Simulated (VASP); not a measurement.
CdTe:

```
Cd Te
1.0
     0.00000    3.20500    3.20500
     3.20500    0.00000    3.20500
     3.20500    3.20500    0.00000
Cd Te
1 1
Direct
  0.00000 0.00000 0.00000
  0.25000 0.25000 0.25000
```

| Quantity | Value |
| --- | --- |
| Program | VASP 6.6.1 |
| Task | relaxation of cell and atoms |
| Functional | PBE |
| Potentials or basis | VASP PAW PBE potentials, release 64 (Cd, Te) |
| Cutoff | 600 eV |
| k mesh | 6 × 6 × 6 |
| Occupations | fermi-dirac, width 0.02 eV |
| Spin | no spin polarisation |

At the start: pressure 4.4 GPa; volume 32.92 Å³/atom.

**Question.** Where does the relaxation end?

**Answer.** Over 3 steps the energy falls by 42.3 meV/atom and the volume is 36.31 Å³/atom (+10.3 %); space group F-43m (No. 216, to 0.05 Å).

Step by step:
```csv
step,energy change (eV),largest force (eV/Å),pressure (GPa),volume (Å³)
1,0.0000,0.0000,4.37,65.84
2,-0.0782,0.0000,-0.94,74.78
3,-0.0846,0.0000,0.02,72.63
```

Final structure:
```xyz
2
Lattice="0.0000 3.3115 3.3115 3.3115 0.0000 3.3115 3.3115 3.3115 0.0000" Properties=species:S:1:pos:R:3 pbc="T T T"
Cd    0.0000    0.0000    0.0000
Te    1.6558    1.6558    1.6558
```

Caveat: the volume moved by +10 % from the deposited cell, more than functionals usually miss.
